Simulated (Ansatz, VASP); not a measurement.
## One calculation of SiNi3, two programs

File INCAR:

```
SYSTEM = SiNi3
ALGO = Fast
EDIFF = 1E-6
ENCUT = 520
GGA = PS
ISIF = 2
ISMEAR = 0
LASPH = .True.
LCHARG = .False.
LREAL = .False.
LWAVE = .False.
NBANDS = 25
NELM = 60
PREC = Accurate
SIGMA = 0.15
```

Contents of KPOINTS:

```
k-points
0
Gamma
  14 14 14
  0 0 0
```

POSCAR

```
SiNi3
1.0
    3.4612457436      0.0000000000      0.0000000000
    0.0000000000      3.4612457436      0.0000000000
    0.0000000000      0.0000000000      3.4612457436
Si Ni
1 3
Direct
    0.0000000000      0.0000000000      0.0115565328
    0.0000000000      0.5000000000      0.5000000000
    0.5000000000      0.0000000000      0.5000000000
    0.5000000000      0.5000000000      0.0000000000
```

Input for Ansatz:

```yaml
crystal:
  lattice:
    - [3.4612457436, 0.0, 0.0]
    - [0.0, 3.4612457436, 0.0]
    - [0.0, 0.0, 3.4612457436]
  atoms:
    - { symbol: Si, position: [0.0, 0.0, 0.0115565328] }
    - { symbol: Ni, position: [0.0, 0.5, 0.5] }
    - { symbol: Ni, position: [0.5, 0.0, 0.5] }
    - { symbol: Ni, position: [0.5, 0.5, 0.0] }
basis:
  ecutwfc: 420
kpoints:
  mp_grid: { grid: [14, 14, 14] }
hamiltonian:
  xc: pbesol
scf:
  occupations: { method: gaussian, width: 0.15 }
output:
  forces: true
  stress: true
  eigenvalues: true
```

Alike in both runs: task single point; functional PBEsol; k mesh 14 × 14 × 14; occupations gaussian, width 0.15 eV; no spin polarisation.

|  | VASP | Ansatz |
| --- | --- | --- |
| version | VASP 6.6.1 | Ansatz 0.2.0 |
| potentials or method | VASP PAW PBE potentials, release 64 (Si, Ni), cutoff 520 eV | scalar-relativistic, plane waves, PAW |
| valence electrons in the cell | 34 | 58 |

|  | VASP | Ansatz | Ansatz less VASP |
| --- | --- | --- | --- |
| gap on the k mesh at the Fermi level (eV) | none | none | - |
| pressure (GPa) | 0.0 | 0.1 | +0.05 |
| rms of the force components (eV/Å) | 0.089 | 0.088 | -0.0017 |

VASP's potentials were made for PBE, not for PBEsol. Atom by atom the forces differ by 0.002 eV/Å (rms over components). A gap of «none» marks a metal or a gap that the smearing closes. VASP's potentials hold 34 valence electrons a cell and Ansatz's 58, so a difference there can come from the potentials and not from the codes.
